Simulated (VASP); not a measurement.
# GaP (Pm-3m) in VASP: further runs

The runs below take GaP through single point, relaxation of cell and atoms, with PBEsol.

Everything below comes from runs of VASP 6.6.1. Logs are shortened: lines on timing, memory, paths and dates and some standing lists are left out, and cuts for length are marked.

**1. The cell of the first run**

Symmetry: Pm-3m, No. 221, cubic system. The conventional cell has a = 3.169 Å, b = 3.169 Å, c = 3.169 Å, α = 90.00°, β = 90.00°, γ = 90.00°. Ga (site symmetry m-3m) has 8 P at 2.74 Å and 6 Ga at 3.17 Å within 3.6 Å. Within 3.6 Å of P (site symmetry m-3m) lie 8 Ga at 2.74 Å and 6 P at 3.17 Å.

**2. Single point, PBEsol**

File INCAR:

```
SYSTEM = GaP
ALGO = Normal
EDIFF = 1E-7
ENCUT = 520
GGA = PS
ISIF = 2
ISMEAR = -1
LASPH = .TRUE.
LCHARG = .FALSE.
LREAL = .FALSE.
LWAVE = .FALSE.
NBANDS = 16
NELM = 100
PREC = Accurate
SIGMA = 0.03
```

File KPOINTS:

```
k-points
0
G
  6 6 6
  0 0 0
```

File POSCAR:

```
GaP
1.0
    3.1689394584      0.0000000000      0.0000000000
    0.0000000000      3.1689394584      0.0000000000
    0.0000000000      0.0000000000      3.1689394584
Ga P
1 1
Direct
    0.0000000000      0.0000000000      0.0000000000
    0.5000000000      0.5000000000      0.5000000000
```

Potentials or basis: VASP PAW PBE potentials, release 64 (Ga_d, P).

On the command line:

```bash
$ cat potpaw_PBE.64/Ga_d/POTCAR potpaw_PBE.64/P/POTCAR > POTCAR
$ mpirun -np 1 vasp_std > vasp.out
```

OUTCAR:

```text
SYSTEM = GaP
   EDIFF = 1E-7
   ENCUT = 520
   GGA = PS
   ISIF = 2
   ISMEAR = -1
   LASPH = .TRUE.
   LREAL = .FALSE.
   NELM = 100
   PREC = Accurate

 ion  position               nearest neighbor table
   1  0.000  0.000  0.000-   2 2.74   2 2.74   2 2.74   2 2.74   2 2.74   2 2.74   2 2.74   2 2.74

   2  0.500  0.500  0.500-   1 2.74   1 2.74   1 2.74   1 2.74   1 2.74   1 2.74   1 2.74   1 2.74

  LATTYP: Found a simple cubic cell.
 ALAT       =     3.1689394584

  Lattice vectors:

 A1 = (   3.1689394584,   0.0000000000,   0.0000000000)
 A2 = (   0.0000000000,   3.1689394584,   0.0000000000)
 A3 = (   0.0000000000,   0.0000000000,   3.1689394584)

Analysis of symmetry for initial positions (statically):
=====================================================================
 Subroutine PRICEL returns:
 Original cell was already a primitive cell.

 Routine SETGRP: Setting up the symmetry group for a
 simple cubic supercell.

 Subroutine GETGRP returns: Found 48 space group operations
 (whereof 48 operations were pure point group operations)
 out of a pool of 48 trial point group operations.

The static configuration has the point symmetry O_h .

Analysis of symmetry for dynamics (positions and initial velocities):
=====================================================================
 Subroutine PRICEL returns:
 Original cell was already a primitive cell.

 Routine SETGRP: Setting up the symmetry group for a
 simple cubic supercell.

 Subroutine GETGRP returns: Found 48 space group operations
 (whereof 48 operations were pure point group operations)
 out of a pool of 48 trial point group operations.

The dynamic configuration has the point symmetry O_h .

 Subroutine INISYM returns: Found 48 space group operations
 (whereof 48 operations are pure point group operations),
 and found     1 'primitive' translations

----------------------------------------------------------------------------------------

                                     Primitive cell

  volume of cell :      31.8231

  direct lattice vectors                    reciprocal lattice vectors
     3.168939458  0.000000000  0.000000000     0.315562987  0.000000000  0.000000000
     0.000000000  3.168939458  0.000000000     0.000000000  0.315562987  0.000000000
     0.000000000  0.000000000  3.168939458     0.000000000  0.000000000  0.315562987

  length of vectors
     3.168939458  3.168939458  3.168939458     0.315562987  0.315562987  0.315562987

  position of ions in fractional coordinates (direct lattice)
     0.000000000  0.000000000  0.000000000
     0.500000000  0.500000000  0.500000000

  ion indices of the primitive-cell ions
   primitive index   ion index
                 1           1
                 2           2

----------------------------------------------------------------------------------------

 KPOINTS: k-points

Automatic generation of k-mesh.
 Grid dimensions read from file:
 generate k-points for:    6    6    6

 Generating k-lattice:

  Cartesian coordinates                     Fractional coordinates (reciprocal lattice)
     0.052593831  0.000000000  0.000000000     0.166666667  0.000000000  0.000000000
     0.000000000  0.052593831  0.000000000     0.000000000  0.166666667  0.000000000
     0.000000000  0.000000000  0.052593831     0.000000000  0.000000000  0.166666667

  Length of vectors
     0.052593831  0.052593831  0.052593831

  Shift w.r.t. Gamma in fractional coordinates (k-lattice)
     0.000000000  0.000000000  0.000000000

 Subroutine IBZKPT returns following result:
 ===========================================

 Found     20 irreducible k-points:

 Following reciprocal coordinates:
            Coordinates               Weight
  0.000000  0.000000  0.000000      1.000000
  0.166667  0.000000  0.000000      6.000000
  0.333333  0.000000  0.000000      6.000000
  0.500000  0.000000  0.000000      3.000000
  0.166667  0.166667  0.000000     12.000000
  0.333333  0.166667  0.000000     24.000000
[... 12 lines left out ...]
  0.500000  0.500000  0.333333      6.000000
  0.500000  0.500000  0.500000      1.000000
   k-points           NKPTS =     20   k-points in BZ     NKDIM =     20   number of bands    NBANDS=     16
   number of dos      NEDOS =    301   number of ions     NIONS =      2
   total plane-waves  NPLWV =  13824
   dimension x,y,z NGX =    24 NGY =   24 NGZ =   24
   dimension x,y,z NGXF=    48 NGYF=   48 NGZF=   48
   ions per type =               1   1
   NGX,Y,Z   is equivalent  to a cutoff of  12.59, 12.59, 12.59 a.u.
   NGXF,Y,Z  is equivalent  to a cutoff of  25.18, 25.18, 25.18 a.u.
 SYSTEM =  GaP
   PREC   = accura    normal or accurate (medium, high low for compatibility)
   ISTART =      0    job   : 0-new  1-cont  2-samecut
   ICHARG =      2    charge: 1-file 2-atom 10-const
   ISPIN  =      1    spin polarized calculation?
   LNONCOLLINEAR =      F non collinear calculations
   LSORBIT =      F    spin-orbit coupling
   LASPH  =      T    aspherical Exc in radial PAW
   ENCUT  =  520.0 eV  38.22 Ry    6.18 a.u.   5.89  5.89  5.89*2*pi/ulx,y,z
   NELM   =    100;   NELMIN=  2; NELMDL= -5     # of ELM steps
   EDIFF  = 0.1E-06   stopping-criterion for ELM
   LREAL  =      F    real-space projection
   EDIFFG = 0.1E-05   stopping-criterion for IOM
   NSW    =      0    number of steps for IOM
   IBRION =     -1    ionic relax: 0-MD 1-quasi-New 2-CG
   NFREE  =      0    steps in history (QN), initial steepest desc. (CG)
   ISIF   =      2    stress and relaxation
   ISYM   =      2    0-nonsym 1-usesym 2-fastsym
   POTIM  = 0.5000    time-step for ionic-motion
   TEBEG  =    0.0;   TEEND  =   0.0 temperature during run
   PSTRESS=    0.0 pullay stress
   NELECT =      18.0000    total number of electrons
   NUPDOWN=      -1.0000    fix difference up-down
   EMIN   =  10.00;   EMAX   =-10.00  energy-range for DOS
   EFERMI =   0.00;   METHOD = LEGACY
   ISMEAR =    -1;   SIGMA  =   0.03  broadening in eV -4-tet -1-fermi 0-gaus
   EFERMI_NEDOS =   21; number of points for ismear=-14 and -15
   IALGO  =     38    algorithm
   IMIX   =      4    mixing-type and parameters
     AMIX     =   0.40;   BMIX     =  1.00
     AMIX_MAG =   1.60;   BMIX_MAG =  1.00
  volume/ion in A,a.u.               =      15.91       107.38
  Fermi-wavevector in a.u.,A,eV,Ry     =   1.353895  2.558491 24.939918  1.833032
  Thomas-Fermi vector in A             =   2.481112
   LORBIT       =      0    0 simple, 1 ext, 2 COOP (PROOUT), +10 PAW based schemes
   GGA     = PS    functional components
   LHFCALC =     F    Hartree Fock is set to
   AEXX    =    0.0000 exact exchange contribution
   IVDW    =     0    specifies the selected vdW correction
   LEPSILON=     F    determine dielectric tensor
   LRPA    =     F    only Hartree local field effects (RPA)
 non-spin polarized calculation
  energy-cutoff  :      520.00
  volume of cell :       31.82
 maximum number of plane-waves:       876
 NGX is ok and might be reduce to    24
   NGX = 11   NGY = 11   NGZ = 11

 number of electron      17.9999992 magnetization

 Free energy of the ion-electron system (eV)
  ---------------------------------------------------
  ext. energy  EPLUGINS =         0.00000000
  ---------------------------------------------------
  free energy    TOTEN  =        -8.57023905 eV

  energy without entropy =       -8.56185574  energy(sigma->0) =       -8.56604740

 E-fermi :   7.4881     XC(G=0): -11.5813

 val. band max:        7.4674324796   @ k =   0.1667   0.1667   0.0000
 cond. band min:       7.5258282904   @ k =   0.5000   0.3333   0.1667
 fundamental gap:      0.0583958107
 Fermi energy:         7.4881149085

 k-point     1 :       0.0000    0.0000    0.0000
  band No.  band energies     occupation
      1      -7.2011      2.00000
      2      -7.2011      2.00000
      3      -7.0361      2.00000
      4      -7.0361      2.00000
      5      -7.0361      2.00000
      6      -6.4613      2.00000
[... 8 lines left out ...]
     15      18.6197      0.00000
     16      21.7440      0.00000

 k-point     2 :       0.1667    0.0000    0.0000
  band No.  band energies     occupation
      1      -7.1965      2.00000
      2      -7.1703      2.00000
      3      -7.0531      2.00000
      4      -7.0531      2.00000
      5      -7.0343      2.00000
      6      -6.0819      2.00000
[... 8 lines left out ...]
     15      17.3703      0.00000
     16      21.9524      0.00000

 k-point     3 :       0.3333    0.0000    0.0000
  band No.  band energies     occupation
      1      -7.1874      2.00000
      2      -7.1128      2.00000
      3      -7.0868      2.00000
      4      -7.0868      2.00000
      5      -7.0306      2.00000
      6      -4.9975      2.00000
[... 8 lines left out ...]
     15      18.8849      0.00000
     16      20.0364      0.00000

 k-point     4 :       0.5000    0.0000    0.0000
  band No.  band energies     occupation
      1      -7.1828      2.00000
      2      -7.1034      2.00000
      3      -7.1034      2.00000
      4      -7.0849      2.00000
      5      -7.0287      2.00000
      6      -3.9342      2.00000
[... 8 lines left out ...]
     15      17.2886      0.00000
     16      22.7441      0.00000
[... 248 lines left out ...]
 k-point    18 :       0.5000    0.3333    0.3333
  band No.  band energies     occupation
      1      -7.2179      2.00000
      2      -7.1790      2.00000
      3      -7.1520      2.00000
      4      -7.0189      2.00000
      5      -6.9816      2.00000
      6      -1.3089      2.00000
[... 8 lines left out ...]
     15      22.4611      0.00000
     16      23.8469      0.00000

 k-point    19 :       0.5000    0.5000    0.3333
  band No.  band energies     occupation
      1      -7.2314      2.00000
      2      -7.1770      2.00000
      3      -7.1770      2.00000
      4      -6.9996      2.00000
      5      -6.9586      2.00000
      6      -0.6781      2.00000
[... 8 lines left out ...]
     15      25.3610      0.00000
     16      25.3610      0.00000

 k-point    20 :       0.5000    0.5000    0.5000
  band No.  band energies     occupation
      1      -7.2056      2.00000
      2      -7.2056      2.00000
      3      -7.2056      2.00000
      4      -6.9578      2.00000
      5      -6.9578      2.00000
      6      -0.2345      2.00000
[... 8 lines left out ...]
     15      26.9075      0.00000
     16      28.5120      0.00000

------------------------ aborting loop because EDIFF is reached ----------------------------------------

  FORCE on cell =-STRESS in cart. coord.  units (eV):
  Direction    XX          YY          ZZ          XY          YZ          ZX
  --------------------------------------------------------------------------------------
  -------------------------------------------------------------------------------------
  Total        0.0281602      0.0281602      0.0281602      0.0000000     -0.0000000      0.0000000
  in kB        1.4177651      1.4177651      1.4177651      0.0000000     -0.0000000      0.0000000
  external PRESSURE =       1.4177651 kB  Pullay stress =       0.0000000 kB

 VOLUME and BASIS-vectors are now :
 -----------------------------------------------------------------------------
  energy-cutoff  :      520.00
  volume of cell :       31.82
      direct lattice vectors                 reciprocal lattice vectors
     3.168939458  0.000000000  0.000000000     0.315562987  0.000000000  0.000000000
     0.000000000  3.168939458  0.000000000     0.000000000  0.315562987  0.000000000
     0.000000000  0.000000000  3.168939458     0.000000000  0.000000000  0.315562987

 POSITION                                       TOTAL-FORCE (eV/Angst)
 -----------------------------------------------------------------------------------
      0.00000      0.00000      0.00000         0.000000      0.000000      0.000000
      1.58447      1.58447      1.58447         0.000000      0.000000      0.000000
 -----------------------------------------------------------------------------------
    total drift:                                0.000000      0.000000      0.000000

  FREE ENERGIE OF THE ION-ELECTRON SYSTEM (eV)
  ---------------------------------------------------
  free  energy   TOTEN  =        -8.5702390507 eV

  energy  without entropy=       -8.5618557397  energy(sigma->0) =       -8.56604740
```

Run time: 12 s. Hardware: 1 thread of Intel Xeon 8259CL, shared host; peak memory 0.14 GiB.

Results:

```yaml
Free_energy: -8.5702 eV
Pressure: 0.1 GPa
Band_gap_on_the_k_mesh: zero (band 9 reaches 8.87 eV, above the bottom of band 10 at 5.72 eV)
```

Levels at points of the mesh, in eV from the Fermi level:
```csv
k point,band 5,band 6,band 7,band 8,band 9,band 10,band 11,band 12,band 13,band 14
"(0.00, 0.00, 0.00)",-14.52,-13.95,-0.72,-0.72,-0.72,-0.68,4.41,4.41,11.13,11.13
"(0.50, 0.00, 0.00)",-14.52,-11.42,-8.88,1.38,1.38,3.76,4.27,5.06,5.06,6.47
"(0.50, 0.50, 0.00)",-14.45,-9.03,-5.77,-5.77,-4.73,2.27,7.91,7.91,8.54,8.80
"(0.50, 0.50, 0.50)",-14.45,-7.72,-2.86,-2.86,-2.86,-1.29,-0.80,-0.80,-0.80,19.42
```

Caveat: the PAW data sets were made with another functional, which shifts forces and pressure a little.

**3. Relaxation of cell and atoms, PBEsol**

This run uses another cell than the first one, of 20.25 Å³/atom, 1.273 times its volume.

File INCAR:

```
SYSTEM = GaP
  ALGO = Normal
  EDIFF = 1E-6
  EDIFFG = -0.01
  ENCUT = 600
  GGA = PS
  IBRION = 2
  ISIF = 3
  ISMEAR = -1
  LASPH = .True.
  LCHARG = .False.
  LREAL = .False.
  LWAVE = .False.
  NELM = 60
  NSW = 100
  PREC = Accurate
  SIGMA = 0.03
```

File KPOINTS:

```
k-points
0
Gamma
  6 6 6
  0 0 0
```

File POSCAR:

```
GaP
1.0
    3.4343085400      0.0000000000      0.0000000000
    0.0000000000      3.4343085400      0.0000000000
    0.0000000000      0.0000000000      3.4343085400
Ga P
1 1
Direct
    0.0000000000      0.0000000000      0.0000000000
    0.5000000000      0.5000000000      0.5000000000
```

Potentials or basis: VASP PAW PBE potentials, release 64 (Ga_d, P).

On the command line:

```bash
$ cat potpaw_PBE.64/Ga_d/POTCAR potpaw_PBE.64/P/POTCAR > POTCAR
$ mpirun -np 1 vasp_std > vasp.out
```

Wall time 100 s (1 thread of Intel Xeon 8259CL, shared host); peak memory 0.16 GiB.

It converged, with:

- Free energy: -8.5719 eV
- Relaxed volume: 15.98 Å³/atom
- Relaxed cell: a = 3.173 Å, b = 3.173 Å, c = 3.173 Å, α = 90.00°, β = 90.00°, γ = 90.00°
- Space group after relaxing (to 0.05 Å): Pm-3m (No. 221)
- Energy gained by relaxing: 201.9 meV/atom
- Ionic steps: 13
- Pressure after relaxing: -0.1 GPa

Step by step:
| step | energy change (eV) | largest force (eV/Å) | pressure (GPa) | volume (Å³) |
| --- | --- | --- | --- | --- |
| 1 | 0.0000 | 0.0000 | -11.98 | 40.51 |
| 2 | -0.4028 | 0.0000 | -0.80 | 32.26 |
| 3 | -0.4038 | 0.0000 | -0.22 | 31.98 |
| 4 | -0.4038 | 0.0000 | -0.23 | 31.98 |
| 5 | -0.4038 | 0.0000 | -0.13 | 31.97 |
| 6 | -0.4038 | 0.0000 | -0.19 | 31.97 |
| 7 | -0.4038 | 0.0000 | -0.20 | 31.97 |
| 8 | -0.4038 | 0.0000 | -0.20 | 31.97 |
| 9 | -0.4038 | 0.0000 | -0.20 | 31.97 |
| 10 | -0.4038 | 0.0000 | -0.20 | 31.97 |
| 11 | -0.4038 | 0.0000 | -0.14 | 31.97 |
| 12 | -0.4038 | 0.0000 | -0.14 | 31.96 |
| 13 | -0.4038 | 0.0000 | -0.06 | 31.95 |

Final structure:
```
Ga P
1.0
     3.17317    0.00000    0.00000
     0.00000    3.17317    0.00000
     0.00000    0.00000    3.17317
Ga P
1 1
Direct
  0.00000 0.00000 0.00000
  0.50000 0.50000 0.50000
```

Levels at points of the mesh, in eV from the Fermi level:
| k point | band 6 | band 7 | band 8 | band 9 | band 10 | band 11 | band 12 | band 13 |
| --- | --- | --- | --- | --- | --- | --- | --- | --- |
| (0.00, 0.00, 0.00) | -13.91 | -0.71 | -0.71 | -0.71 | -0.71 | 4.42 | 4.42 | 11.09 |
| (0.50, 0.00, 0.00) | -11.40 | -8.85 | 1.37 | 1.37 | 3.74 | 4.24 | 5.06 | 5.06 |
| (0.50, 0.50, 0.00) | -9.03 | -5.74 | -5.74 | -4.72 | 2.26 | 7.89 | 7.89 | 8.51 |
| (0.50, 0.50, 0.50) | -7.73 | -2.85 | -2.85 | -2.85 | -1.30 | -0.79 | -0.79 | -0.79 |

Caveat: the volume moved by over 15 % at a fixed basis, so the end points are rough; the bands computed are all filled at some k points, so no gap is given; the PAW data sets were made with another functional, which shifts forces and pressure a little.
